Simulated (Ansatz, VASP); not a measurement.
## GaSb: VASP beside Ansatz

INCAR

```
SYSTEM = GaSb
PREC = Accurate
ENCUT = 500
EDIFF = 1E-7
ISMEAR = 0
SIGMA = 0.01
LREAL = .False.
LASPH = .True.
NELM = 120
ALGO = Normal
ISIF = 3
LWAVE = .False.
LCHARG = .False.
IBRION = 2
NSW = 100
EDIFFG = -0.002
GGA_COMPAT = .False.
NELMIN = 4
```

Contents of KPOINTS:

```
regular mesh
0
Gamma
  8 8 8
  0 0 0
```

Contents of POSCAR:

```
GaSb
1.0
    0.0000000000      3.0244336278      3.0244336278
    3.0244336278      0.0000000000      3.0244336278
    3.0244336278      3.0244336278      0.0000000000
Ga Sb
1 1
Direct
    0.0000000000      0.0000000000      0.0000000000
    0.2500000000      0.2500000000      0.2500000000
```

Input for Ansatz:

```yaml
crystal:
  lattice:
    - [0.0, 3.0244336278, 3.0244336278]
    - [3.0244336278, 0.0, 3.0244336278]
    - [3.0244336278, 3.0244336278, 0.0]
  atoms:
    - { symbol: Ga, position: [0.0, 0.0, 0.0] }
    - { symbol: Sb, position: [0.25, 0.25, 0.25] }
basis:
  ecutwfc: 420
kpoints:
  mp_grid: { grid: [8, 8, 8] }
hamiltonian:
  xc: lda
  pseudopotentials: { kind: paw, azcp: { folder: soft_1 } }
scf:
  occupations: { method: gaussian, width: 0.01 }
output:
  forces: true
  stress: true
  eigenvalues: true
relax:
  adjacent_minimum: "off"
  f_tol: 0.002
  max_steps: 80
  cell: { stress_tol: 0.02 }
```

Alike in both runs: task relaxation of cell and atoms; functional LDA; k mesh 8 × 8 × 8; occupations gaussian, width 0.01 eV; no spin polarisation.

|  | VASP | Ansatz |
| --- | --- | --- |
| version | VASP 6.6.1 | Ansatz 0.2.0 |
| potentials or method | VASP PAW LDA potentials, release 64 (Ga_d, Sb), cutoff 500 eV | scalar-relativistic, plane waves, PAW |
| valence electrons in the cell | 18 | 28 |

VASP gave:

- gap on the k mesh at the Fermi level, each at its own relaxed structure (eV): 0.10
- relaxed volume (Å³/atom): 27.75
- relaxed cell length with the largest relative difference (Å): 4.281

Estimate Ansatz's values.

gap on the k mesh at the Fermi level, each at its own relaxed structure (eV): 0.08; relaxed volume (Å³/atom): 27.64; relaxed cell length with the largest relative difference (Å): 4.276.

Ansatz warns that its potentials were made for another functional, while VASP's fit it. LDA's correlation is that of Perdew and Zunger in VASP and of Perdew and Wang (1992) in Ansatz. VASP's potentials hold 18 valence electrons a cell and Ansatz's 28, so a difference there can come from the potentials and not from the codes.

Spin-orbit coupling is off throughout.
